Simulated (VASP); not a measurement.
# Mg9O8 (a cell with a defect) in VASP: single point with PBE

Aim: the single point of Mg9O8 (a cell with a defect) with PBE.

Program: VASP 6.6.1. These are calculated values, not measurements. Logs are shortened: lines on timing, memory, paths and dates and some standing lists are left out, and cuts for length are marked.

### 1 The cell of the first run

The cell holds a defect, 17 atoms: a = 6.211 Å, b = 6.211 Å, c = 6.211 Å, α = 60.00°, β = 60.00°, γ = 60.00°.

### 2 Single point, PBE

INCAR reads:

```
ALGO = Normal ; EDIFF = 1E-7
ENCUT = 520 ; GGA = PE
ISIF = 2 ; ISMEAR = 0
LASPH = T ; LCHARG = F
LREAL = Auto ; LWAVE = F
NBANDS = 47 ; NELM = 80
PREC = Accurate ; SIGMA = 0.05
```

KPOINTS reads:

```
k-points
0
Gamma
  2 2 2
```

POSCAR reads:

```
Mg9O8
1.0
    0.0000000000      4.3915000000      4.3915000000
    4.3915000000      0.0000000000      4.3915000000
    4.3915000000      4.3915000000      0.0000000000
Mg O
9 8
Direct
    0.0028641694      0.0015673460      0.0119166572
    0.0033948537      0.0031696459      0.5117928954
    0.0074822953      0.4997874303      0.0071177274
    0.0051153364      0.5036531937      0.5089655015
    0.5012017534      0.0069148355      0.0064452920
    0.5042123420      0.0054875327      0.5084273027
    0.4363978140      0.4362614141     -0.0535810088
    0.5033497666      0.5044707959      0.5150063760
    0.5737333485      0.5729094842      0.0867350564
    0.2347023796      0.2342899920      0.2664332233
    0.2556780143      0.2552221337      0.7619234886
    0.2433452123      0.7728852328      0.2809473984
    0.2361023568      0.7601110099      0.7429510418
    0.7736912217      0.2420899465      0.2804768302
    0.7598457247      0.2363651372      0.7423532961
    0.7497506547      0.7492032335      0.2551704429
    0.7719283844      0.7709621997      0.7535565297
```

Potentials or basis: VASP PAW PBE potentials, release 64 (Mg, O).

Started as:

```
cat potpaw_PBE.64/Mg/POTCAR potpaw_PBE.64/O/POTCAR > POTCAR
mpirun -np 1 vasp_std > vasp.out
```

OUTCAR:

```text
EDIFF = 1E-7
   ENCUT = 520
   GGA = PE
   ISIF = 2
   ISMEAR = 0
   LASPH = T
   LREAL = Auto
   NELM = 80
   PREC = Accurate

 ion  position               nearest neighbor table
   1  0.003  0.002  0.012-  16 2.22  11 2.22  14 2.24  12 2.25  13 2.25  15 2.26   4 3.09   6 3.09
                             3 3.09   5 3.09   2 3.10   2 3.11   5 3.12   3 3.12   6 3.12   4 3.12
   2  0.003  0.003  0.512-  14 2.03  12 2.03  10 2.03  17 2.04  15 2.04  13 2.04   5 3.10   1 3.10
                             8 3.10   3 3.10   6 3.10   4 3.10   4 3.11   6 3.11   3 3.11   8 3.11
   3  0.007  0.500  0.007-  10 2.14  11 2.15  13 2.15  17 2.16  14 2.17  16 2.19   9 2.32   7 2.34
                             5 3.06   8 3.07   4 3.09   1 3.09   2 3.10   2 3.11   1 3.12   4 3.12
   4  0.005  0.504  0.509-  11 2.21  12 2.24  16 2.24  17 2.25  10 2.26  15 2.26   3 3.09   1 3.09
                             8 3.10   6 3.10   2 3.10   2 3.11   6 3.11   8 3.12   1 3.12   3 3.12
   5  0.501  0.007  0.006-  10 2.15  15 2.15  11 2.15  17 2.15  12 2.17  16 2.18   9 2.32   7 2.34
                             3 3.06   8 3.07   6 3.09   1 3.09   2 3.10   2 3.12   1 3.12   6 3.12
   6  0.504  0.005  0.508-  11 2.21  14 2.23  16 2.24  10 2.25  17 2.26  13 2.26   5 3.09   1 3.09
                             8 3.09   4 3.10   2 3.10   2 3.11   4 3.11   8 3.12   1 3.12   5 3.12
   7  0.436  0.436  0.946-  10 1.92  15 1.93  13 1.93   9 2.10   8 2.34   3 2.34   5 2.34  11 2.77
                             6 3.24   4 3.25   1 3.26   1 3.27   4 3.28   6 3.29
   8  0.503  0.504  0.515-  13 2.13  15 2.13  16 2.16  12 2.18  11 2.18  14 2.19   9 2.31   7 2.34
                             3 3.07   5 3.07   6 3.09   4 3.10   2 3.10   2 3.11   4 3.12   6 3.12
   9  0.574  0.573  0.087-  14 1.92  12 1.92  17 1.93   7 2.10   8 2.31   3 2.32   5 2.32  16 2.64
                             6 3.26   4 3.27   1 3.29   1 3.30   4 3.32   6 3.32
  10  0.235  0.234  0.266-   7 1.92   2 2.03   3 2.14   5 2.15   6 2.25   4 2.26
  11  0.256  0.255  0.762-   3 2.15   5 2.15   8 2.18   6 2.21   4 2.21   1 2.22   7 2.77
  12  0.243  0.773  0.281-   9 1.92   2 2.03   5 2.17   8 2.18   4 2.24   1 2.25
  13  0.236  0.760  0.743-   7 1.93   2 2.04   8 2.13   3 2.15   1 2.25   6 2.26
  14  0.774  0.242  0.280-   9 1.92   2 2.03   3 2.17   8 2.19   6 2.23   1 2.24
  15  0.760  0.236  0.742-   7 1.93   2 2.04   8 2.13   5 2.15   4 2.26   1 2.26
  16  0.750  0.749  0.255-   8 2.16   5 2.18   3 2.19   1 2.22   4 2.24   6 2.24   9 2.64
  17  0.772  0.771  0.754-   9 1.93   2 2.04   5 2.15   3 2.16   4 2.25   6 2.26

  LATTYP: Found a face centered cubic cell.
 ALAT       =     8.7830000000

  Lattice vectors:

 A1 = (   0.0000000000,   4.3915000000,   4.3915000000)
 A2 = (   4.3915000000,   0.0000000000,   4.3915000000)
 A3 = (   4.3915000000,   4.3915000000,   0.0000000000)

Analysis of symmetry for initial positions (statically):
=====================================================================
 Subroutine PRICEL returns:
 Original cell was already a primitive cell.

 Routine SETGRP: Setting up the symmetry group for a
 face centered cubic supercell.

 Subroutine GETGRP returns: Found  1 space group operations
[... 147 lines left out ...]
   IALGO  =     38    algorithm
   IMIX   =      4    mixing-type and parameters
     AMIX     =   0.40;   BMIX     =  1.00
     AMIX_MAG =   1.60;   BMIX_MAG =  1.00
  volume/ion in A,a.u.               =       9.96        67.24
  Fermi-wavevector in a.u.,A,eV,Ry     =   1.195730  2.259603 19.453217  1.429771
  Thomas-Fermi vector in A             =   2.331688
   LORBIT       =      0    0 simple, 1 ext, 2 COOP (PROOUT), +10 PAW based schemes
   GGA     = PE    functional components
   LHFCALC =     F    Hartree Fock is set to
   AEXX    =    0.0000 exact exchange contribution
   IVDW    =     0    specifies the selected vdW correction
   LEPSILON=     F    determine dielectric tensor
   LRPA    =     F    only Hartree local field effects (RPA)
 non-spin polarized calculation
 Gauss-broadening in eV      SIGMA  =   0.05
  energy-cutoff  :      520.00
  volume of cell :      169.38
 maximum number of plane-waves:      4573
 NGX is ok and might be reduce to    48
   NGX = 23   NGY = 23   NGZ = 23

 number of electron      66.0000002 magnetization

 Free energy of the ion-electron system (eV)
  ---------------------------------------------------
  ext. energy  EPLUGINS =         0.00000000
  ---------------------------------------------------
  free energy    TOTEN  =       -85.43577902 eV

  energy without entropy =      -85.43577553  energy(sigma->0) =      -85.43577727

 E-fermi :   8.1459     XC(G=0): -10.8327

 val. band max:        7.9989958716   @ k =   0.5000   0.0000   0.5000
 cond. band min:       8.2881945217   @ k =   0.0000   0.0000   0.5000
 fundamental gap:      0.2891986502
 Fermi energy:         8.1459030623

 k-point     1 :       0.0000    0.0000    0.0000
  band No.  band energies     occupation
      1     -14.1019      2.00000
      2     -13.1038      2.00000
      3     -13.0360      2.00000
      4     -13.0289      2.00000
      5     -12.9791      2.00000
      6     -12.8636      2.00000
[... 373 lines left out ...]
     44      12.8888      0.00000
     45      13.5855      0.00000
 [bands above 45 left out]

------------------------ aborting loop because EDIFF is reached ----------------------------------------

  FORCE on cell =-STRESS in cart. coord.  units (eV):
  Direction    XX          YY          ZZ          XY          YZ          ZX
  --------------------------------------------------------------------------------------
  -------------------------------------------------------------------------------------
  Total       17.0691835     17.1278346     16.7757111      6.3152010      6.1649276      6.1108175
  in kB      161.4561799    162.0109569    158.6802458     59.7350328     58.3136068     57.8017834
  external PRESSURE =     160.7157942 kB  Pullay stress =       0.0000000 kB

 VOLUME and BASIS-vectors are now :
 -----------------------------------------------------------------------------
  energy-cutoff  :      520.00
  volume of cell :      169.38
      direct lattice vectors                 reciprocal lattice vectors
     0.000000000  4.391500000  4.391500000    -0.113856313  0.113856313  0.113856313
     4.391500000  0.000000000  4.391500000     0.113856313 -0.113856313  0.113856313
     4.391500000  4.391500000  0.000000000     0.113856313  0.113856313 -0.113856313

 POSITION                                       TOTAL-FORCE (eV/Angst)
 -----------------------------------------------------------------------------------
      0.05922      0.06491      0.01946        -0.004890     -0.008414      0.020570
      2.26146      2.26245      0.02883        -0.008067     -0.001920     -0.009276
      2.22607      0.06412      2.22767         0.010963      0.011905      0.018751
      4.44691      2.25759      2.23426         0.005403      0.003421     -0.005977
      0.05867      2.22933      2.23139         0.019107      0.007974      0.015023
      2.25686      4.44701      2.23835         0.000071      0.005723     -0.013133
[... 9 lines left out ...]
      4.41071      4.41311      6.58266         0.014549      0.013717     -0.034615
      6.69492      6.69917      6.77560         0.000411     -0.004339      0.014375
 -----------------------------------------------------------------------------------
    total drift:                               -0.002926     -0.002797     -0.017537

  FREE ENERGIE OF THE ION-ELECTRON SYSTEM (eV)
  ---------------------------------------------------
  free  energy   TOTEN  =       -85.4357790212 eV

  energy  without entropy=      -85.4357755269  energy(sigma->0) =      -85.43577727
```

OSZICAR:

```text
N       E                     dE             d eps       ncg     rms          rms(c)
DAV:   1     0.351259882438E+03    0.35126E+03   -0.32138E+04   768   0.127E+03
DAV:   2    -0.718987959814E+02   -0.42316E+03   -0.41000E+03   958   0.269E+02
DAV:   3    -0.991562961442E+02   -0.27258E+02   -0.27118E+02   905   0.715E+01
DAV:   4    -0.993845356720E+02   -0.22824E+00   -0.22796E+00   936   0.724E+00
DAV:   5    -0.993862182257E+02   -0.16826E-02   -0.16823E-02   900   0.620E-01    0.210E+01
DAV:   6    -0.858227366114E+02    0.13563E+02   -0.55869E+01   921   0.331E+01    0.679E+00
DAV:   7    -0.855937688095E+02    0.22897E+00   -0.18011E+00   843   0.589E+00    0.400E+00
DAV:   8    -0.854436218073E+02    0.15015E+00   -0.37339E-01   905   0.356E+00    0.679E-01
DAV:   9    -0.854348137572E+02    0.88081E-02   -0.31548E-02   923   0.104E+00    0.233E-01
DAV:  10    -0.854356360616E+02   -0.82230E-03   -0.86642E-03   896   0.416E-01    0.145E-01
DAV:  11    -0.854358185520E+02   -0.18249E-03   -0.16466E-03   915   0.275E-01    0.650E-02
DAV:  12    -0.854357679978E+02    0.50554E-04   -0.34189E-04  1001   0.134E-01    0.180E-02
DAV:  13    -0.854357785559E+02   -0.10558E-04   -0.70648E-05   912   0.397E-02    0.911E-03
DAV:  14    -0.854357789008E+02   -0.34498E-06   -0.42294E-06   921   0.148E-02    0.267E-03
DAV:  15    -0.854357790454E+02   -0.14453E-06   -0.17335E-06   867   0.619E-03    0.129E-03
DAV:  16    -0.854357790212E+02    0.24195E-07   -0.58640E-08   523   0.140E-03
   1 F= -.85435779E+02 E0= -.85435777E+02  d E =-.349423E-05
```

Wall time 81 s (1 thread of Intel Xeon 6975P-C (Granite Rapids), shared host); peak memory 0.33 GiB.

Results:

- Free energy: -85.4358 eV
- Pressure: 16.1 GPa
- Largest force: 0.077 eV/Å
- Band gap on the k mesh: 0.29 eV

Forces in eV/Å, atoms in the order of the input:
```
Mg  -0.005 -0.008  0.021
Mg  -0.008 -0.002 -0.009
Mg   0.011  0.012  0.019
Mg   0.005  0.003 -0.006
Mg   0.019  0.008  0.015
Mg   0.000  0.006 -0.013
Mg   0.037  0.037  0.036
Mg  -0.033 -0.021 -0.038
Mg  -0.053 -0.055  0.015
O    0.006  0.007 -0.036
O    0.006  0.005  0.013
O    0.006  0.022  0.015
O   -0.018 -0.020 -0.016
O    0.034  0.008  0.017
O   -0.022 -0.010 -0.013
O    0.015  0.014 -0.035
O    0.000 -0.004  0.014
```

Caveat: the k points lie up to 0.62 Å⁻¹ apart.
